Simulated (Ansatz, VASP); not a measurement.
# Sc2InSbAs2 in VASP and in Ansatz

Contents of INCAR:

```
SYSTEM = Sc2InSbAs2
ALGO = Normal
EDIFF = 1E-6
EDIFFG = -0.04
ENCUT = 600
GGA = PE
IBRION = 2
ISIF = 3
ISMEAR = 0
LASPH = .TRUE.
LCHARG = .FALSE.
LREAL = .FALSE.
LWAVE = .FALSE.
NELM = 60
NSW = 90
PREC = Accurate
SIGMA = 0.1
```

Contents of KPOINTS:

```
k-points
0
G
  6 6 2
  0 0 0
```

The input POSCAR:

```
Sc2InSbAs2
1.0
    4.5511687800      0.0000000000      0.0000000000
   -2.2755843900      3.9414277800      0.0000000000
    0.0000000000      0.0000000000      9.6020060500
Sc In Sb As
2 1 1 2
Direct
    0.3333333300      0.6666666700      0.0000000000
    0.6666666700      0.3333333300      0.0000000000
    0.0000000000      0.0000000000      0.0000000000
    0.0000000000      0.0000000000      0.5000000000
    0.0000000000      0.0000000000      0.2792641600
    0.0000000000      0.0000000000      0.7207358400
```

Input for Ansatz:

```yaml
crystal:
  lattice:
    - [4.55116878, 0.0, 0.0]
    - [-2.27558439, 3.94142778, 0.0]
    - [0.0, 0.0, 9.60200605]
  atoms:
    - { symbol: Sc, position: [0.33333333, 0.66666667, 0.0] }
    - { symbol: Sc, position: [0.66666667, 0.33333333, 0.0] }
    - { symbol: In, position: [0.0, 0.0, 0.0] }
    - { symbol: Sb, position: [0.0, 0.0, 0.5] }
    - { symbol: As, position: [0.0, 0.0, 0.27926416] }
    - { symbol: As, position: [0.0, 0.0, 0.72073584] }
basis:
  ecutwfc: 420
kpoints:
  mp_grid: { grid: [6, 6, 2] }
hamiltonian:
  xc: pbe
scf:
  occupations: { method: gaussian, width: 0.1 }
  lower_state_search: "off"
output:
  forces: true
  stress: true
  eigenvalues: true
relax:
  adjacent_minimum: "off"
  f_tol: 0.04
  max_steps: 70
  cell: { stress_tol: 0.4 }
```

Alike in both runs: task relaxation of cell and atoms; functional PBE; k mesh 6 × 6 × 2; occupations gaussian, width 0.1 eV; no spin polarisation.

|  | VASP | Ansatz |
| --- | --- | --- |
| version | VASP 6.6.1 | Ansatz 0.2.0 |
| potentials or method | VASP PAW PBE potentials, release 64 (Sc_sv, In_d, Sb, As), cutoff 600 eV | scalar-relativistic, plane waves, PAW |
| valence electrons in the cell | 50 | 80 |

VASP gave:

```
gap on the k mesh at the Fermi level, each at its own relaxed structure (eV)  : none
relaxed volume (Å³/atom)                                                      : 41.31
relaxed length of the cell vector where the two differ most in proportion (Å) : 5.241
```

**Question.** Estimate Ansatz's values.

**Answer.** gap on the k mesh at the Fermi level, each at its own relaxed structure (eV): none; relaxed volume (Å³/atom): 41.17; relaxed length of the cell vector where the two differ most in proportion (Å): 5.233.

A gap of «none» marks a metal or a gap that the smearing closes. VASP's potentials hold 50 valence electrons a cell and Ansatz's 80, so a difference there can come from the potentials and not from the codes.

Spin-orbit coupling is off throughout. Noted on VASP's run: the volume moved by over 15 % at a fixed basis, so the end points are rough.
